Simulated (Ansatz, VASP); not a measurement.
TaN in VASP and in Ansatz

File INCAR:

```
PREC = Accurate
ENCUT = 520
EDIFF = 1E-6
ISMEAR = 0
SIGMA = 0.15
LREAL = F
LASPH = T
NELM = 80
ALGO = Normal
ISIF = 2
LWAVE = F
LCHARG = F
GGA = PE
NBANDS = 24
```

File KPOINTS:

```
Automatic mesh
0
Gamma
  18 18 8
```

File POSCAR:

```
TaN
1.0
    3.0271166919      0.0000000000      0.0000000000
   -1.5135583460      2.6215599554      0.0000000000
    0.0000000000      0.0000000000      6.3514962429
Ta N
2 2
Direct
    0.3333333333      0.6666666667      0.0304880884
    0.6666666667      0.3333333333      0.5304880884
    0.3333333333      0.6666666667      0.3545119116
    0.6666666667      0.3333333333      0.8545119116
```

Input for Ansatz:

```yaml
crystal:
  lattice:
    - [3.0271166919, 0.0, 0.0]
    - [-1.513558346, 2.6215599554, 0.0]
    - [0.0, 0.0, 6.3514962429]
  atoms:
    - { symbol: Ta, position: [0.3333333333, 0.6666666667, 0.0304880884] }
    - { symbol: Ta, position: [0.6666666667, 0.3333333333, 0.5304880884] }
    - { symbol: "N", position: [0.3333333333, 0.6666666667, 0.3545119116] }
    - { symbol: "N", position: [0.6666666667, 0.3333333333, 0.8545119116] }
basis:
  ecutwfc: 520.0
kpoints:
  mp_grid: { grid: [18, 18, 8] }
hamiltonian:
  xc: pbe
  pseudopotentials: { kind: paw, azcp: { folder: soft_1 } }
scf:
  occupations: { method: gaussian, width: 0.15 }
output:
  forces: true
  stress: true
  eigenvalues: true
```

Alike in both runs: task single point; functional PBE; k mesh 18 × 18 × 8; occupations gaussian, width 0.15 eV; no spin polarisation.

|  | VASP | Ansatz |
| --- | --- | --- |
| version | VASP 6.6.1 | Ansatz 0.2.0 |
| potentials or method | VASP PAW PBE potentials, release 64 (Ta_pv, N), cutoff 520 eV | scalar-relativistic, plane waves, PAW |
| valence electrons in the cell | 32 | 36 |

Ansatz gave:

| Item | Value |
| --- | --- |
| gap on the k mesh at the Fermi level (eV) | none |
| pressure (GPa) | 7.9 |
| traceless stress, the component that is largest in VASP (GPa) | -19.73 |
| rms of the force components (eV/Å) | 0.792 |

Problem. What did VASP give for the same quantities?

Solution. gap on the k mesh at the Fermi level (eV): none; pressure (GPa): 8.5; traceless stress, the component that is largest in VASP (GPa): -19.53; rms of the force components (eV/Å): 0.800.

Atom by atom the forces differ by 0.008 eV/Å (rms over components). A gap of «none» marks a metal or a gap that the smearing closes. With one functional, cell and mesh, what is left measures potentials, basis and numerics. VASP's potentials hold 32 valence electrons a cell and Ansatz's 36, so a difference there can come from the potentials and not from the codes.

Neither program's run includes spin-orbit coupling.
